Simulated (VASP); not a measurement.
# W (Fm-3m) in VASP: settings compared

W is run at these levels: BLYP+D4, PBE; tasks: relaxation of cell and atoms, single point.

All numbers are computed with VASP 6.6.1; they aren't measurements. Logs are shortened: lines on timing, memory, paths and dates and some standing lists are left out, and cuts for length are marked.

### 1 The cell of the first run

Symmetry: Fm-3m, No. 225, cubic system. The conventional cell has a = 4.060 Å, b = 4.060 Å, c = 4.060 Å, α = 90.00°, β = 90.00°, γ = 90.00°. W (site symmetry m-3m) has 12 W at 2.87 Å within 3.8 Å.

### 2 Relaxation of cell and atoms, BLYP+D4

Input file INCAR:

```
PREC = Accurate
ENCUT = 600
EDIFF = 1E-6
ISMEAR = -1
SIGMA = 0.05
LREAL = False
LASPH = True
NELM = 60
ALGO = Normal
ISIF = 3
LWAVE = False
LCHARG = False
GGA = B5
ALDAX = 1.0
AGGAX = 1.0
AGGAC = 1.0
ALDAC = 0.0
IVDW = 13
IBRION = 2
NSW = 60
EDIFFG = -0.01
VDW_S6 = 1.0
VDW_S8 = 2.34076671
VDW_A1 = 0.44488865
VDW_A2 = 4.0933009
```

Input file KPOINTS:

```
regular mesh
0
Gamma
  11 11 11
```

Input file POSCAR:

```
W
1.0
    0.0000000000      2.0300000000      2.0300000000
    2.0300000000      0.0000000000      2.0300000000
    2.0300000000      2.0300000000      0.0000000000
W
1
Direct
    0.0000000000      0.0000000000      0.0000000000
```

Potentials or basis: VASP PAW PBE potentials, release 64 (W_sv).

Command:

```
cat potpaw_PBE.64/W_sv/POTCAR > POTCAR
mpirun -np 1 vasp_std > vasp.out
```

OUTCAR:

```text
PREC = Accurate
   ENCUT = 600
   EDIFF = 1E-6
   ISMEAR = -1
   LREAL = False
   LASPH = True
   NELM = 60
   ISIF = 3
   GGA = B5
   IVDW = 13
   IBRION = 2
   NSW = 60
   EDIFFG = -0.01

 ion  position               nearest neighbor table
   1  0.000  0.000  0.000-

  LATTYP: Found a face centered cubic cell.
 ALAT       =     4.0600000000

  Lattice vectors:

 A1 = (   0.0000000000,   2.0300000000,   2.0300000000)
 A2 = (   2.0300000000,   0.0000000000,   2.0300000000)
 A3 = (   2.0300000000,   2.0300000000,   0.0000000000)

Analysis of symmetry for initial positions (statically):
=====================================================================
 Subroutine PRICEL returns:
 Original cell was already a primitive cell.

 Routine SETGRP: Setting up the symmetry group for a
 face centered cubic supercell.

 Subroutine GETGRP returns: Found 48 space group operations
 (whereof 48 operations were pure point group operations)
 out of a pool of 48 trial point group operations.

The static configuration has the point symmetry O_h .

Analysis of symmetry for dynamics (positions and initial velocities):
=====================================================================
 Subroutine PRICEL returns:
 Original cell was already a primitive cell.

 Routine SETGRP: Setting up the symmetry group for a
 face centered cubic supercell.

 Subroutine GETGRP returns: Found 48 space group operations
 (whereof 48 operations were pure point group operations)
 out of a pool of 48 trial point group operations.

The dynamic configuration has the point symmetry O_h .

 Subroutine INISYM returns: Found 48 space group operations
 (whereof 48 operations are pure point group operations),
 and found     1 'primitive' translations

----------------------------------------------------------------------------------------

                                     Primitive cell

  volume of cell :      16.7309

  direct lattice vectors                    reciprocal lattice vectors
     0.000000000  2.030000000  2.030000000    -0.246305419  0.246305419  0.246305419
     2.030000000  0.000000000  2.030000000     0.246305419 -0.246305419  0.246305419
     2.030000000  2.030000000  0.000000000     0.246305419  0.246305419 -0.246305419

  length of vectors
     2.870853532  2.870853532  2.870853532     0.426613499  0.426613499  0.426613499

  position of ions in fractional coordinates (direct lattice)
     0.000000000  0.000000000  0.000000000

  ion indices of the primitive-cell ions
   primitive index   ion index
                 1           1

[... 63 lines left out ...]
   ISTART =      0    job   : 0-new  1-cont  2-samecut
   ICHARG =      2    charge: 1-file 2-atom 10-const
   ISPIN  =      1    spin polarized calculation?
   LNONCOLLINEAR =      F non collinear calculations
   LSORBIT =      F    spin-orbit coupling
   LASPH  =      T    aspherical Exc in radial PAW
   ENCUT  =  600.0 eV  44.10 Ry    6.64 a.u.   5.73  5.73  5.73*2*pi/ulx,y,z
   NELM   =     60;   NELMIN=  2; NELMDL= -5     # of ELM steps
   EDIFF  = 0.1E-05   stopping-criterion for ELM
   LREAL  =      F    real-space projection
   EDIFFG = -.1E-01   stopping-criterion for IOM
   NSW    =     60    number of steps for IOM
   IBRION =      2    ionic relax: 0-MD 1-quasi-New 2-CG
   NFREE  =      1    steps in history (QN), initial steepest desc. (CG)
   ISIF   =      3    stress and relaxation
   ISYM   =      2    0-nonsym 1-usesym 2-fastsym
   POTIM  = 0.5000    time-step for ionic-motion
   TEBEG  =    0.0;   TEEND  =   0.0 temperature during run
   PSTRESS=    0.0 pullay stress
   NELECT =      14.0000    total number of electrons
   NUPDOWN=      -1.0000    fix difference up-down
   EMIN   =  10.00;   EMAX   =-10.00  energy-range for DOS
   EFERMI =   0.00;   METHOD = LEGACY
   ISMEAR =    -1;   SIGMA  =   0.05  broadening in eV -4-tet -1-fermi 0-gaus
   EFERMI_NEDOS =   21; number of points for ismear=-14 and -15
   IALGO  =     38    algorithm
   IMIX   =      4    mixing-type and parameters
     AMIX     =   0.40;   BMIX     =  1.00
     AMIX_MAG =   1.60;   BMIX_MAG =  1.00
  volume/ion in A,a.u.               =      16.73       112.91
  Fermi-wavevector in a.u.,A,eV,Ry     =   1.542688  2.915258 32.380324  2.379887
  Thomas-Fermi vector in A             =   2.648457
   LORBIT       =      0    0 simple, 1 ext, 2 COOP (PROOUT), +10 PAW based schemes
   GGA     = B5    functional components
   LHFCALC =     F    Hartree Fock is set to
   AEXX    =    0.0000 exact exchange contribution
   IVDW    =    13    specifies the selected vdW correction
   LEPSILON=     F    determine dielectric tensor
   LRPA    =     F    only Hartree local field effects (RPA)
 conjugate gradient relaxation of ions
 non-spin polarized calculation
  energy-cutoff  :      600.00
  volume of cell :       16.73
 maximum number of plane-waves:       568
   NGX = 11   NGY = 11   NGZ = 11

--------------------------------------- Ionic step        1  -------------------------------------------

 number of electron      14.0000002 magnetization

 Free energy of the ion-electron system (eV)
  ---------------------------------------------------
  ext. energy  EPLUGINS =         0.00000000
  ---------------------------------------------------
  free energy    TOTEN  =       -10.84003858 eV

  energy without entropy =      -10.83079780  energy(sigma->0) =      -10.83541819

------------------------ aborting loop because EDIFF is reached ----------------------------------------

  DFT-D4 for vdW energy calculation

  Edisp (eV):   -1.28653
[... 108 lines left out ...]
--------------------------------------- Ionic step        4  -------------------------------------------

 number of electron      14.0000001 magnetization

 Free energy of the ion-electron system (eV)
  ---------------------------------------------------
  ext. energy  EPLUGINS =         0.00000000
  ---------------------------------------------------
  free energy    TOTEN  =       -10.81957854 eV

  energy without entropy =      -10.81026467  energy(sigma->0) =      -10.81492161

 E-fermi :  11.0186     XC(G=0): -12.7972

 val. band max:       10.9619002428   @ k =  -0.2727   0.0909   0.0000
 cond. band min:      11.0230114050   @ k =   0.1818   0.0909   0.0000
 fundamental gap:      0.0611111623
 Fermi energy:        11.0186143010

 k-point     1 :       0.0000    0.0000    0.0000
  band No.  band energies     occupation
      1     -62.1814      2.00000
      2     -26.0768      2.00000
      3     -26.0768      2.00000
      4     -26.0768      2.00000
      5       2.2808      2.00000
      6      10.4398      1.99998
      7      10.4398      1.99998
      8      10.4398      1.99998
      9      13.5394      0.00000
     10      13.5394      0.00000
     11      24.0269      0.00000
[... 309 lines left out ...]
 k-point    24 :      -0.1818    0.1818    0.0000
  band No.  band energies     occupation
      1     -62.1077      2.00000
      2     -26.7353      2.00000
      3     -26.3542      2.00000
      4     -26.1564      2.00000
      5       5.4461      2.00000
      6       8.9627      2.00000
      7      10.4012      1.99999
      8      11.9601      0.00000
      9      12.0091      0.00000
     10      15.5104      0.00000
     11      25.5720      0.00000

 [... further k-points ...]

------------------------ aborting loop because EDIFF is reached ----------------------------------------

  DFT-D4 for vdW energy calculation

  Edisp (eV):   -1.31333
[... 24 lines left out ...]
  FREE ENERGIE OF THE ION-ELECTRON SYSTEM (eV)
  ---------------------------------------------------
  free  energy   TOTEN  =       -12.1329089074 eV

  energy  without entropy=      -12.1235950397  energy(sigma->0) =      -12.12825197

 reached required accuracy - stopping structural energy minimisation
```

Run time: 42 s. Hardware: 1 thread of Intel Xeon 6975P-C, shared host; peak memory 0.15 GiB.

What came out:

- Free energy: -12.1329 eV
- Relaxed volume: 16.39 Å³/atom
- Relaxed cell: a = 2.851 Å, b = 2.851 Å, c = 2.851 Å, α = 60.00°, β = 60.00°, γ = 60.00°
- Space group after relaxing (to 0.05 Å): Fm-3m (No. 225)
- Energy gained by relaxing: 6.3 meV/atom
- Ionic steps: 4
- Pressure after relaxing: 0.0 GPa
- Band gap on the k mesh: zero (band 7 reaches 13.98 eV, above the bottom of band 8 at 10.44 eV)
- Dispersion energy per atom: -1.313 eV

Step by step:
| step | energy change (eV) | largest force (eV/Å) | pressure (GPa) | volume (Å³) |
| --- | --- | --- | --- | --- |
| 1 | 0.0000 | 0.0000 | -5.82 | 16.73 |
| 2 | 0.0663 | 0.0000 | 22.74 | 15.30 |
| 3 | -0.0063 | 0.0000 | -0.19 | 16.40 |
| 4 | -0.0063 | 0.0000 | -0.02 | 16.39 |

Final structure:
```
W
1.0
     0.00000    2.01594    2.01594
     2.01594    0.00000    2.01594
     2.01594    2.01594    0.00000
W
1
Direct
  0.00000 0.00000 0.00000
```

Caveat: the PAW data sets were made with another functional, which shifts forces and pressure a little; spin-orbit coupling is left out, which moves the levels of the heavy elements; pairwise dispersion overbinds metals, which lowers pressure and volume.

### 3 Single point, PBE

Input file INCAR:

```
SYSTEM = W
PREC = Accurate
ENCUT = 520
EDIFF = 1E-6
ISMEAR = 0
SIGMA = 0.1
LREAL = .FALSE.
LASPH = .TRUE.
NELM = 100
ALGO = Normal
ISIF = 2
LWAVE = .FALSE.
LCHARG = .TRUE.
GGA = PE
LELF = .TRUE.
LVHAR = .TRUE.
NBANDS = 13
```

Input file KPOINTS:

```
Automatic mesh
0
G
  11 11 11
  0 0 0
```

POSCAR is that of step 2.

Potentials or basis: VASP PAW PBE potentials, release 64 (W_sv).

Command:

```
cat potpaw_PBE.64/W_sv/POTCAR > POTCAR
mpirun -np 1 vasp_std > vasp.out
```

It took 10 s on 1 thread of Intel Xeon 8259CL, shared host; peak memory 0.14 GiB.

The run converged. Its results:

```yaml
Free_energy: -12.4800 eV
Pressure: -4.5 GPa
Band_gap_on_the_k_mesh: zero (band 7 reaches 12.79 eV, above the bottom of band 8 at 9.69 eV)
```

Levels at points of the mesh, in eV from the Fermi level:
```
           k point  band 4  band 5  band 6  band 7  band 8  band 9  band 10  band 11
(0.00, 0.00, 0.00)  -37.37   -8.90   -0.54   -0.54   -0.54    2.50     2.50    12.75
```

Caveat: spin-orbit coupling is left out, which moves the levels of the heavy elements.
